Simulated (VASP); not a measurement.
Ni: single point with PBE

The system is Ni, a slab with vacuum.

```
Ni
1.0
     2.48804    0.00000    0.00000
     0.00000    3.51862    0.00000
     0.00000    0.00000   23.46410
Ni
7
Direct
  0.00000 0.00000 0.34494
  0.50000 0.50000 0.39236
  0.00000 0.00000 0.44737
  0.50000 0.50000 0.50000
  0.00000 0.00000 0.55263
  0.50000 0.50000 0.60764
  0.00000 0.00000 0.65506
```

| Quantity | Value |
| --- | --- |
| Program | VASP 6.6.1 |
| Task | single point |
| Functional | PBE |
| Potentials or basis | VASP PAW PBE potentials, release 64 (Ni) |
| Cutoff | 520 eV |
| k mesh | 15 × 10 × 1 |
| Occupations | fermi-dirac, width 0.05 eV |
| Spin | collinear spin, ferromagnetic start |
| Starting moments | [1.0, 1.0, 1.0, 1.0, 1.0, 1.0, 1.0] μB |

```yaml
Largest_force: 0.004 eV/Å
Net_moment: 4.73 μB per cell
Site_moments: Ni +0.75, +0.68, +0.65, +0.64 (each value once) μB
Valence_electrons_inside_the_program's_atomic_spheres: Ni 9.14, 9.28, 9.31, 9.30 (each value once)
```

Forces in eV/Å, atoms in the order of the input:
```
Ni   0.000  0.000  0.002
Ni   0.000  0.000  0.004
Ni   0.000  0.000  0.003
Ni   0.000  0.000  0.000
Ni   0.000  0.000 -0.003
Ni   0.000  0.000 -0.004
Ni   0.000  0.000 -0.002
```

Levels at points of the mesh, in eV from the Fermi level:
Spin up:
```tsv
k point	band 34	band 35	band 36	band 37	band 38	band 39	band 40	band 41	band 42	band 43
(0.00, 0.00, 0.00)	-0.84	-0.74	-0.61	-0.61	-0.49	-0.29	1.23	3.27	3.32	4.27
(0.00, 0.50, 0.00)	-0.70	-0.67	-0.65	-0.61	-0.60	-0.55	-0.41	-0.08	0.33	2.09
```
Spin down:
| k point | band 31 | band 32 | band 33 | band 34 | band 35 | band 36 | band 37 | band 38 |
| --- | --- | --- | --- | --- | --- | --- | --- | --- |
| (0.00, 0.00, 0.00) | -0.45 | -0.29 | -0.17 | 0.04 | 0.05 | 0.05 | 0.34 | 0.34 |
| (0.00, 0.50, 0.00) | -0.16 | -0.08 | -0.02 | -0.01 | 0.10 | 0.13 | 0.17 | 0.23 |

Run time: 10 min on 4 MPI ranks on Intel(R) Xeon(R) Platinum 8259CL CPU @ 2.50GHz (Skylake/Cascade Lake), with other jobs on the host, peak memory 0.81 GiB a rank.
